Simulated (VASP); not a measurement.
Set up this calculation in VASP 6.6.1, as the native input.

| Item | Value |
| --- | --- |
| Task | single point |
| Functional | PBEsol |
| Potentials or basis | VASP PAW PBE potentials, release 64 (Ge_d, Pt) |
| Cutoff | 520 eV |
| k mesh | 4 × 4 × 4, shifted |
| Occupations | fermi-dirac, width 0.05 eV |
| Spin | no spin polarisation |
| Dipole correction | no |
| Further INCAR settings | LREAL = Auto; ALGO = Normal; EDIFF = 1e-06; NBANDS = 110 |

The structure of GePt lies in POSCAR:

```
GePt
1.0
    5.7406006238     -3.7003359940      0.0000000000
   -5.7406006238     -3.7003359940      0.0000000000
    0.0000000000      3.7003359940     -6.0924384592
Ge Pt
8 8
Direct
    0.2385682617      0.4234088379      0.4119770996
    0.7385682617      0.9234088379      0.4119770996
    0.2614317383      0.0765911621      0.5880229004
    0.7614317383      0.5765911621      0.5880229004
    0.6734088379      0.9885682617      0.9119770996
    0.1734088379      0.4885682617      0.9119770996
    0.8265911621      0.5114317383      0.0880229004
    0.3265911621      0.0114317383      0.0880229004
    0.5290420562      0.5297985825      0.8088406386
    0.0290420562      0.0297985825      0.8088406386
    0.9709579438      0.9702014175      0.1911593614
    0.4709579438      0.4702014175      0.1911593614
    0.2797985825      0.7790420562      0.3088406386
    0.7797985825      0.2790420562      0.3088406386
    0.2202014175      0.7209579438      0.6911593614
    0.7202014175      0.2209579438      0.6911593614
```

The input as run:

INCAR

```
SYSTEM = GePt
PREC = Accurate ; ENCUT = 520
EDIFF = 1E-6 ; ISMEAR = -1
SIGMA = 0.05 ; LREAL = Auto
LASPH = .True. ; NELM = 100
ALGO = Normal ; ISIF = 2
LWAVE = .False. ; LCHARG = .False.
GGA = PS ; NBANDS = 110
```

KPOINTS

```
Automatic mesh
0
Gamma
  4 4 4
  0.5 0.5 0.5
```

Potentials or basis: VASP PAW PBE potentials, release 64 (Ge_d, Pt).

The run is started by

```console
$ cat potpaw_PBE.64/Ge_d/POTCAR potpaw_PBE.64/Pt/POTCAR > POTCAR
$ mpirun -np 1 vasp_std > vasp.out
```

Results of the run:

The pressure is 0.0 GPa, the largest force is 0.030 eV/Å and the band gap on the k mesh is zero (bands 96 and 97 overlap by 0.68 eV).

Caveat: the PAW data sets were made with another functional, which shifts forces and pressure a little; spin-orbit coupling is left out, which moves the levels of the heavy elements.

Run time: 9.3 min on 1 thread of Intel(R) Xeon(R) 6975P-C (Granite Rapids) (shared host), peak memory 0.55 GiB.
